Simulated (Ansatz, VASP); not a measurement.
# Two plane-wave programs on AgBr

```
CELL_PARAMETERS angstrom
0.00000 2.92166 2.92166
2.92166 0.00000 2.92166
2.92166 2.92166 0.00000
ATOMIC_POSITIONS crystal
Ag 0.00000 0.00000 0.00000
Br 0.50000 0.50000 0.50000
```

Alike in both runs: task single point; functional r2SCAN; k mesh 8 × 8 × 8; occupations gaussian, width 0.02 eV; no spin polarisation.

|  | VASP | Ansatz |
| --- | --- | --- |
| version | VASP 6.6.1 | Ansatz 0.2.0 |
| potentials or method | VASP PAW PBE potentials, release 64 (Ag, Br), cutoff 550 eV | scalar-relativistic, plane waves, PAW |
| valence electrons in the cell | 18 | 26 |

|  | VASP | Ansatz | Ansatz less VASP |
| --- | --- | --- | --- |
| gap on the k mesh at the Fermi level (eV) | 1.25 | 1.30 | +0.046 |
| least direct gap on the mesh (eV) | 3.08 | 3.10 | +0.016 |
| pressure (GPa) | -1.3 | -1.3 | +0.05 |

VASP's potentials were made for PBE, not for r2SCAN. With one functional, cell and mesh, what is left measures potentials, basis and numerics. VASP's potentials hold 18 valence electrons a cell and Ansatz's 26, so a difference there can come from the potentials and not from the codes.
